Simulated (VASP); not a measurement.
The system is BN.

```
CELL_PARAMETERS angstrom
2.48226 0.00000 0.00000
-1.24113 2.14970 0.00000
0.00000 0.00000 6.87363
ATOMIC_POSITIONS crystal
B 0.00000 0.00000 0.88154
B 0.33333 0.66667 0.45397
N 0.33333 0.66667 0.04182
N 0.66667 0.33333 0.62268
```

```yaml
Program: VASP 6.6.1
Task: relaxation of cell and atoms
Functional: PBE
Potentials_or_basis: VASP PAW PBE potentials, release 64 (B, N)
Cutoff: 600 eV
k_mesh: 6 × 6 × 4
Occupations: gaussian, width 0.1 eV
Spin: no spin polarisation
```

At the start: pressure -34.2 GPa; volume 9.17 Å³/atom.

Task: How do energy, volume and symmetry change on relaxing?

Result: Over 30 steps the energy falls by 3203.5 meV/atom and the volume is 10.30 Å³/atom (+12.4 %); space group P3m1 (No. 156, to 0.1 Å) before, P-6m2 (No. 187, to 0.1 Å).

The path:
```csv
step,energy change (eV),largest force (eV/Å),pressure (GPa),volume (Å³)
1,0.0000,7.2109,-34.25,36.68
2,-9.1192,7.5386,37.62,26.81
3,-9.4236,7.0640,67.61,24.99
4,-10.6234,1.6852,-29.06,29.46
5,-11.3811,2.5296,7.63,27.63
6,-12.1501,1.7574,12.03,28.91
7,-12.1742,2.3253,14.83,29.30
8,-12.5698,0.9323,-3.26,32.61
9,-12.6073,0.2827,-9.47,34.10
10,-12.6480,1.4051,10.69,34.63
11,-12.7152,0.7306,1.47,34.42
12,-12.7493,0.1126,4.06,34.85
13,-12.7510,0.1803,4.77,34.96
14,-12.7608,0.4358,-2.46,36.44
15,-12.7638,0.3269,-0.18,35.95
16,-12.7775,0.1176,-0.52,36.55
17,-12.7835,0.3482,-1.00,37.44
18,-12.7915,0.2779,0.94,37.76
19,-12.7937,0.2571,2.85,38.07
20,-12.8021,0.1554,1.93,38.68
21,-12.8070,0.2339,0.51,39.69
22,-12.8092,0.1483,-0.16,40.01
23,-12.8103,0.0696,-1.04,40.45
24,-12.8120,0.0685,-0.15,40.58
25,-12.8121,0.1102,0.23,40.64
26,-12.8127,0.0738,0.39,40.72
27,-12.8132,0.0404,0.73,40.86
28,-12.8137,0.0421,0.06,41.07
29,-12.8137,0.0431,-0.09,41.11
30,-12.8140,0.0365,-0.14,41.21
```

Final structure:
```xyz
4
Lattice="2.5132 0.0000 0.0000 -1.2566 2.1765 0.0000 0.0000 0.0000 7.5344" Properties=species:S:1:pos:R:3 pbc="T T T"
B     0.0000    0.0000    0.0032
B     0.0000    1.4510    3.7620
N     0.0000    1.4510    0.0058
N     1.2566    0.7255    3.7633
```

Caveat: the k points lie up to 0.48 Å⁻¹ apart in the final cell; this functional lacks dispersion, which binds the layers, so the pressure and a relaxed spacing across them are unreliable.
